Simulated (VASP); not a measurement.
# AlN (F-43m) in VASP: notebook

Runs on AlN. Level: r2SCAN. Tasks: single point.

All numbers are computed with VASP 6.6.1; they aren't measurements. Logs are shortened: lines on timing, memory, paths and dates and some standing lists are left out, and cuts for length are marked.

## (1) The cell of the first run

Symmetry: F-43m, No. 216, cubic system. Conventional cell: a = 4.309 Å, b = 4.309 Å, c = 4.309 Å, α = 90.00°, β = 90.00°, γ = 90.00°. Al (site symmetry -43m) has 4 N at 1.87 Å within 2.5 Å. Within 2.5 Å of N (site symmetry -43m) lie 4 Al at 1.87 Å.

## (2) Single point, r2SCAN

Contents of POSCAR:

```
AlN
1.0
    0.0000000000      2.1544765148      2.1544765148
    2.1544765148      0.0000000000      2.1544765148
    2.1544765148      2.1544765148      0.0000000000
Al N
1 1
Direct
    0.0000000000      0.0000000000      0.0000000000
    0.2500000000      0.2500000000      0.2500000000
```

Contents of INCAR.step1:

```
SYSTEM = AlN
PREC     = Accurate       ! precision mode
ENCUT    = 520            ! plane-wave cutoff, eV
ISMEAR   = -1             ! smearing method
SIGMA    = 0.05           ! smearing width, eV
LREAL    = .FALSE.        ! projectors in reciprocal space
LASPH    = .TRUE.         ! aspherical terms in the spheres
NELM     = 60             ! most SCF steps
NBANDS   = 11             ! bands
GGA      = PE             ! functional
ALGO     = Normal         ! electronic algorithm
EDIFF    = 1E-4           ! SCF threshold, eV
LWAVE    = .TRUE.         ! write WAVECAR
LCHARG   = .FALSE.        ! write CHGCAR
```

Contents of INCAR.step2:

```
SYSTEM = AlN
PREC     = Accurate       ! precision mode
ENCUT    = 520            ! plane-wave cutoff, eV
EDIFF    = 1E-6           ! SCF threshold, eV
ISMEAR   = -1             ! smearing method
SIGMA    = 0.05           ! smearing width, eV
LREAL    = .FALSE.        ! projectors in reciprocal space
LASPH    = .TRUE.         ! aspherical terms in the spheres
NELM     = 60             ! most SCF steps
ALGO     = Normal         ! electronic algorithm
ISIF     = 2              ! what is computed and relaxed
LWAVE    = .FALSE.        ! write WAVECAR
LCHARG   = .FALSE.        ! write CHGCAR
METAGGA  = R2SCAN         ! meta-GGA
LMIXTAU  = .TRUE.       
NBANDS   = 11             ! bands
ISTART   = 1
```

Contents of KPOINTS:

```
Automatic mesh
0
G
  10 10 10
  0 0 0
```

Potentials or basis: VASP PAW PBE potentials, release 64 (Al, N).

On the command line:

```console
$ cat potpaw_PBE.64/Al/POTCAR potpaw_PBE.64/N/POTCAR > POTCAR
$ cp INCAR.step1 INCAR
$ mpirun -np 1 vasp_std > vasp.out
$ cp INCAR.step2 INCAR
$ mpirun -np 1 vasp_std > vasp.out
```

OUTCAR:

```text
SYSTEM = AlN
   PREC = Accurate
   ENCUT = 520
   EDIFF = 1E-6
   ISMEAR = -1
   LREAL = .FALSE.
   LASPH = .TRUE.
   NELM = 60
   ISIF = 2
   METAGGA = R2SCAN
   ISTART = 1

 ion  position               nearest neighbor table
   1  0.000  0.000  0.000-   2 1.87   2 1.87   2 1.87   2 1.87
   2  0.250  0.250  0.250-   1 1.87   1 1.87   1 1.87   1 1.87

  LATTYP: Found a face centered cubic cell.
 ALAT       =     4.3089530296

  Lattice vectors:

 A1 = (   0.0000000000,   2.1544765148,   2.1544765148)
 A2 = (   2.1544765148,   0.0000000000,   2.1544765148)
 A3 = (   2.1544765148,   2.1544765148,   0.0000000000)

Analysis of symmetry for initial positions (statically):
=====================================================================
 Subroutine PRICEL returns:
 Original cell was already a primitive cell.

 Routine SETGRP: Setting up the symmetry group for a
 face centered cubic supercell.

 Subroutine GETGRP returns: Found 24 space group operations
 (whereof 24 operations were pure point group operations)
 out of a pool of 48 trial point group operations.

The static configuration has the point symmetry T_d .

Analysis of symmetry for dynamics (positions and initial velocities):
=====================================================================
 Subroutine PRICEL returns:
 Original cell was already a primitive cell.

 Routine SETGRP: Setting up the symmetry group for a
 face centered cubic supercell.

 Subroutine GETGRP returns: Found 24 space group operations
 (whereof 24 operations were pure point group operations)
 out of a pool of 48 trial point group operations.

The dynamic configuration has the point symmetry T_d .

 Subroutine INISYM returns: Found 24 space group operations
 (whereof 24 operations are pure point group operations),
 and found     1 'primitive' translations

----------------------------------------------------------------------------------------

                                     Primitive cell

  volume of cell :      20.0012

  direct lattice vectors                    reciprocal lattice vectors
     0.000000000  2.154476515  2.154476515    -0.232074936  0.232074936  0.232074936
     2.154476515  0.000000000  2.154476515     0.232074936 -0.232074936  0.232074936
     2.154476515  2.154476515  0.000000000     0.232074936  0.232074936 -0.232074936

  length of vectors
     3.046889907  3.046889907  3.046889907     0.401965581  0.401965581  0.401965581

  position of ions in fractional coordinates (direct lattice)
     0.000000000  0.000000000  0.000000000
     0.250000000  0.250000000  0.250000000

  ion indices of the primitive-cell ions
   primitive index   ion index
                 1           1
                 2           2

----------------------------------------------------------------------------------------

 KPOINTS: Automatic mesh

Automatic generation of k-mesh.
 Grid dimensions read from file:
 generate k-points for:   10   10   10

 Generating k-lattice:

  Cartesian coordinates                     Fractional coordinates (reciprocal lattice)
    -0.023207494  0.023207494  0.023207494     0.100000000  0.000000000  0.000000000
     0.023207494 -0.023207494  0.023207494     0.000000000  0.100000000  0.000000000
     0.023207494  0.023207494 -0.023207494     0.000000000  0.000000000  0.100000000

  Length of vectors
     0.040196558  0.040196558  0.040196558

  Shift w.r.t. Gamma in fractional coordinates (k-lattice)
     0.000000000  0.000000000  0.000000000

 Subroutine IBZKPT returns following result:
 ===========================================

 Found     47 irreducible k-points:

 Following reciprocal coordinates:
            Coordinates               Weight
  0.000000  0.000000  0.000000      1.000000
  0.100000  0.000000  0.000000      8.000000
  0.200000  0.000000  0.000000      8.000000
  0.300000  0.000000  0.000000      8.000000
  0.400000  0.000000  0.000000      8.000000
  0.500000  0.000000  0.000000      4.000000
[... 16 lines left out ...]
  0.300000  0.300000  0.000000      6.000000
  0.400000  0.300000  0.000000     24.000000
 [... further k-points ...]
   k-points           NKPTS =     47   k-points in BZ     NKDIM =     47   number of bands    NBANDS=     11
   number of dos      NEDOS =    301   number of ions     NIONS =      2
   total plane-waves  NPLWV =  13824
   dimension x,y,z NGX =    24 NGY =   24 NGZ =   24
   dimension x,y,z NGXF=    48 NGYF=   48 NGZF=   48
   ions per type =               1   1
   NGX,Y,Z   is equivalent  to a cutoff of  13.10, 13.10, 13.10 a.u.
   NGXF,Y,Z  is equivalent  to a cutoff of  26.19, 26.19, 26.19 a.u.
 SYSTEM =  AlN
   PREC   = accura    normal or accurate (medium, high low for compatibility)
   ISTART =      1    job   : 0-new  1-cont  2-samecut
   ICHARG =      0    charge: 1-file 2-atom 10-const
   ISPIN  =      1    spin polarized calculation?
   LNONCOLLINEAR =      F non collinear calculations
   LSORBIT =      F    spin-orbit coupling
   LASPH  =      T    aspherical Exc in radial PAW
   ENCUT  =  520.0 eV  38.22 Ry    6.18 a.u.   5.67  5.67  5.67*2*pi/ulx,y,z
   NELM   =     60;   NELMIN=  2; NELMDL=  0     # of ELM steps
   EDIFF  = 0.1E-05   stopping-criterion for ELM
   LREAL  =      F    real-space projection
   EDIFFG = 0.1E-04   stopping-criterion for IOM
   NSW    =      0    number of steps for IOM
   IBRION =     -1    ionic relax: 0-MD 1-quasi-New 2-CG
   NFREE  =      0    steps in history (QN), initial steepest desc. (CG)
   ISIF   =      2    stress and relaxation
   ISYM   =      2    0-nonsym 1-usesym 2-fastsym
   POTIM  = 0.5000    time-step for ionic-motion
   TEBEG  =    0.0;   TEEND  =   0.0 temperature during run
   PSTRESS=    0.0 pullay stress
   NELECT =       8.0000    total number of electrons
   NUPDOWN=      -1.0000    fix difference up-down
   EMIN   =  10.00;   EMAX   =-10.00  energy-range for DOS
   EFERMI =   0.00;   METHOD = LEGACY
   ISMEAR =    -1;   SIGMA  =   0.05  broadening in eV -4-tet -1-fermi 0-gaus
   EFERMI_NEDOS =   21; number of points for ismear=-14 and -15
   IALGO  =     38    algorithm
   IMIX   =      4    mixing-type and parameters
     AMIX     =   0.40;   BMIX     =  1.00
     AMIX_MAG =   1.60;   BMIX_MAG =  1.00
  volume/ion in A,a.u.               =      10.00        67.49
  Fermi-wavevector in a.u.,A,eV,Ry     =   1.206201  2.279390 19.795404  1.454921
  Thomas-Fermi vector in A             =   2.341875
   LORBIT       =      0    0 simple, 1 ext, 2 COOP (PROOUT), +10 PAW based schemes
   METAGGA = R2SCAN    functional components
   LHFCALC =     F    Hartree Fock is set to
   AEXX    =    0.0000 exact exchange contribution
   IVDW    =     0    specifies the selected vdW correction
   LEPSILON=     F    determine dielectric tensor
   LRPA    =     F    only Hartree local field effects (RPA)
 non-spin polarized calculation
  energy-cutoff  :      520.00
  volume of cell :       20.00
 maximum number of plane-waves:       548
   NGX = 11   NGY = 11   NGZ = 11

 number of electron       7.9999998 magnetization

 Free energy of the ion-electron system (eV)
  ---------------------------------------------------
  ext. energy  EPLUGINS =         0.00000000
  ---------------------------------------------------
  free energy    TOTEN  =       -19.15576584 eV

  energy without entropy =      -19.15576584  energy(sigma->0) =      -19.15576584

 E-fermi :   7.0728     XC(G=0): -11.6049

 val. band max:        6.0798785489   @ k =   0.0000   0.0000   0.0000
 cond. band min:      10.0458444723   @ k =   0.5000   0.5000   0.0000
 fundamental gap:      3.9659659234
 Fermi energy:         7.0727661108

 k-point     1 :       0.0000    0.0000    0.0000
  band No.  band energies     occupation
      1      -9.9026      2.00000
      2       6.0799      2.00000
      3       6.0799      2.00000
      4       6.0799      2.00000
      5      11.3597      0.00000
      6      20.0273      0.00000
      7      20.0273      0.00000
      8      20.0273      0.00000
      9      24.9563      0.00000
     10      24.9563      0.00000
     11      26.7626      0.00000

 k-point     2 :       0.1000    0.0000    0.0000
  band No.  band energies     occupation
      1      -9.7485      2.00000
      2       5.2758      2.00000
      3       6.0276      2.00000
      4       6.0276      2.00000
      5      12.0103      0.00000
      6      19.6461      0.00000
      7      20.1728      0.00000
      8      20.1728      0.00000
      9      23.6993      0.00000
     10      23.6993      0.00000
     11      25.9449      0.00000

 k-point     3 :       0.2000    0.0000    0.0000
  band No.  band energies     occupation
      1      -9.3110      2.00000
      2       3.6174      2.00000
      3       5.8969      2.00000
      4       5.8969      2.00000
      5      13.1746      0.00000
      6      18.8406      0.00000
      7      20.0211      0.00000
      8      20.0211      0.00000
      9      23.2306      0.00000
     10      23.2306      0.00000
     11      25.0847      0.00000

 k-point     4 :       0.3000    0.0000    0.0000
  band No.  band energies     occupation
      1      -8.6781      2.00000
      2       1.8894      2.00000
      3       5.7463      2.00000
      4       5.7463      2.00000
      5      14.0712      0.00000
      6      18.0428      0.00000
      7      19.2101      0.00000
      8      19.2101      0.00000
      9      24.4952      0.00000
     10      24.4952      0.00000
     11      24.9987      0.00000
[... 239 lines left out ...]
 k-point    22 :      -0.2000    0.2000    0.0000
  band No.  band energies     occupation
      1      -8.4698      2.00000
      2       2.2140      2.00000
      3       4.3339      2.00000
      4       5.8273      2.00000
      5      14.7752      0.00000
      6      17.2188      0.00000
      7      18.8930      0.00000
      8      19.7251      0.00000
      9      22.4190      0.00000
     10      26.3200      0.00000
     11      29.1060      0.00000

 k-point    23 :       0.3000    0.3000    0.0000
  band No.  band energies     occupation
      1      -8.2828      2.00000
      2       2.4720      2.00000
      3       4.7896      2.00000
      4       4.7896      2.00000
      5      12.2319      0.00000
      6      16.9610      0.00000
      7      19.4391      0.00000
      8      22.1911      0.00000
      9      22.1911      0.00000
     10      27.8812      0.00000
     11      31.9049      0.00000

 k-point    24 :       0.4000    0.3000    0.0000
  band No.  band energies     occupation
      1      -7.8009      2.00000
      2       1.7994      2.00000
      3       4.3178      2.00000
      4       4.6195      2.00000
      5      11.7560      0.00000
      6      16.7846      0.00000
      7      19.9191      0.00000
      8      22.2378      0.00000
      9      22.8491      0.00000
     10      29.0238      0.00000
     11      31.6795      0.00000

 [... further k-points ...]

------------------------ aborting loop because EDIFF is reached ----------------------------------------

  FORCE on cell =-STRESS in cart. coord.  units (eV):
  Direction    XX          YY          ZZ          XY          YZ          ZX
  --------------------------------------------------------------------------------------
  -------------------------------------------------------------------------------------
  Total        1.1521582      1.1521582      1.1521582      0.0000000      0.0000000      0.0000000
  in kB       92.2927138     92.2927138     92.2927138      0.0000000      0.0000000      0.0000000
  external PRESSURE =      92.2927138 kB  Pullay stress =       0.0000000 kB

 VOLUME and BASIS-vectors are now :
 -----------------------------------------------------------------------------
  energy-cutoff  :      520.00
  volume of cell :       20.00
      direct lattice vectors                 reciprocal lattice vectors
     0.000000000  2.154476515  2.154476515    -0.232074936  0.232074936  0.232074936
     2.154476515  0.000000000  2.154476515     0.232074936 -0.232074936  0.232074936
     2.154476515  2.154476515  0.000000000     0.232074936  0.232074936 -0.232074936

 POSITION                                       TOTAL-FORCE (eV/Angst)
 -----------------------------------------------------------------------------------
      0.00000      0.00000      0.00000        -0.000000     -0.000000     -0.000000
      1.07724      1.07724      1.07724         0.000000      0.000000      0.000000
 -----------------------------------------------------------------------------------
    total drift:                               -0.000001     -0.000001     -0.000001

  FREE ENERGIE OF THE ION-ELECTRON SYSTEM (eV)
  ---------------------------------------------------
  free  energy   TOTEN  =       -19.1557658431 eV

  energy  without entropy=      -19.1557658430  energy(sigma->0) =      -19.15576584
```

It took 58 s on 1 thread of Intel Xeon 8259CL, shared host; peak memory 0.14 GiB.

What came out:

- Free energy: -19.1558 eV
- Pressure: 9.2 GPa
- Band gap on the k mesh: 3.97 eV, indirect (least direct gap 5.28 eV)

Levels at points of the mesh, in eV from the valence-band top:
```
           k point  band 1  band 2  band 3  band 4  band 5  band 6  band 7  band 8  band 9
(0.00, 0.00, 0.00)  -15.98    0.00    0.00    0.00    5.28   13.95   13.95   13.95   18.88
(0.50, 0.00, 0.00)  -13.85   -6.07   -0.49   -0.49    8.60   11.13   12.21   12.21   19.92
(0.50, 0.50, 0.00)  -13.18   -5.08   -1.85   -1.85    3.97    9.74   15.81   17.49   17.49
```

Caveat: the PAW data sets were made with another functional, which shifts forces and pressure a little. r2SCAN opens gaps a little over a GGA but as a rule still falls short of measured ones.

## (3) Single point, r2SCAN

This run uses another cell than the first one, of 10.21 Å³/atom, 1.021 times its volume.

Contents of POSCAR:

```
AlN
1.0
    0.0000000000      2.1693354430      2.1693354430
    2.1693354430      0.0000000000      2.1693354430
    2.1693354430      2.1693354430      0.0000000000
Al N
1 1
Direct
    0.0000000000      0.0000000000      0.0000000000
    0.2500000000      0.2500000000      0.2500000000
```

Contents of INCAR.step1:

```
SYSTEM = AlN
ALGO = Normal
EDIFF = 1E-4
ENCUT = 520
GGA = PE
ISMEAR = -1
LASPH = .TRUE.
LCHARG = .FALSE.
LREAL = .FALSE.
LWAVE = .TRUE.
NBANDS = 11
NELM = 80
PREC = Accurate
SIGMA = 0.05
```

Contents of INCAR.step2:

```
SYSTEM = AlN
ALGO = Normal
EDIFF = 1E-6
ENCUT = 520
ISIF = 2
ISMEAR = -1
ISTART = 1
LASPH = .TRUE.
LCHARG = .FALSE.
LMIXTAU = .TRUE.
LREAL = .FALSE.
LWAVE = .FALSE.
METAGGA = R2SCAN
NBANDS = 11
NELM = 80
PREC = Accurate
SIGMA = 0.05
```

Contents of KPOINTS:

```
k-points
0
G
  10 10 10
  0 0 0
```

Potentials or basis: VASP PAW PBE potentials, release 64 (Al, N).

On the command line:

```console
$ cat potpaw_PBE.64/Al/POTCAR potpaw_PBE.64/N/POTCAR > POTCAR
$ cp INCAR.step1 INCAR
$ mpirun -np 1 vasp_std > vasp.out
$ cp INCAR.step2 INCAR
$ mpirun -np 1 vasp_std > vasp.out
```

It took 58 s on 1 thread of Intel Xeon 8259CL, shared host; peak memory 0.14 GiB.

The run converged. Its results:

- Free energy: -19.1739 eV
- Pressure: 4.3 GPa
- Band gap on the k mesh: 3.95 eV, indirect (least direct gap 5.08 eV)

Levels at points of the mesh, in eV from the valence-band top:
```tsv
k point	band 1	band 2	band 3	band 4	band 5	band 6	band 7	band 8
(0.00, 0.00, 0.00)	-15.86	0.00	0.00	0.00	5.08	13.73	13.73	13.73
(0.50, 0.00, 0.00)	-13.79	-5.98	-0.49	-0.49	8.41	10.97	12.08	12.08
(0.50, 0.50, 0.00)	-13.14	-5.01	-1.83	-1.83	3.95	9.61	15.50	17.22
```

Caveat: the PAW data sets were made with another functional, which shifts forces and pressure a little. r2SCAN opens gaps a little over a GGA but as a rule still falls short of measured ones.
